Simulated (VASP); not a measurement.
Wanted: the native input for a VASP 6.6.1 run.

```
Task                   : single point
Functional             : PBE
Potentials or basis    : VASP PAW PBE potentials, release 64 (Ta_pv)
Cutoff                 : 520 eV
k mesh                 : 20 × 20 × 20
Occupations            : gaussian, width 0.15 eV
Spin                   : no spin polarisation
Dipole correction      : no
Further INCAR settings : ALGO = Normal; EDIFF = 1e-06; NBANDS = 12
```

The structure of Ta lies in POSCAR:

```
Ta
1.0
   -1.6704823687      1.6704823687      1.6704823687
    1.6704823687     -1.6704823687      1.6704823687
    1.6704823687      1.6704823687     -1.6704823687
Ta
1
Direct
    0.0000000000      0.0000000000      0.0000000000
```

One way to write it, as run:

INCAR

```
SYSTEM = Ta
PREC = Accurate
ENCUT = 520
EDIFF = 1E-6
ISMEAR = 0
SIGMA = 0.15
LREAL = .FALSE.
LASPH = .TRUE.
NELM = 60
ALGO = Normal
ISIF = 2
LWAVE = .FALSE.
LCHARG = .FALSE.
GGA = PE
NBANDS = 12
```

KPOINTS

```
regular mesh
0
G
  20 20 20
  0 0 0
```

Potentials or basis: VASP PAW PBE potentials, release 64 (Ta_pv).

Launch:

```bash
$ cat potpaw_PBE.64/Ta_pv/POTCAR > POTCAR
$ mpirun -np 1 vasp_std > vasp.out
```

Results of the run:

- Pressure: -3.6 GPa
- Band gap on the k mesh: zero (an odd number of electrons rules out a gap without spin polarisation)

Caveat: the cell stands under tension; spin-orbit coupling is left out, which moves the levels of the heavy elements.

Wall time 54 s on 1 thread of Intel Xeon 8259CL, on a shared host, peak memory 0.19 GiB.
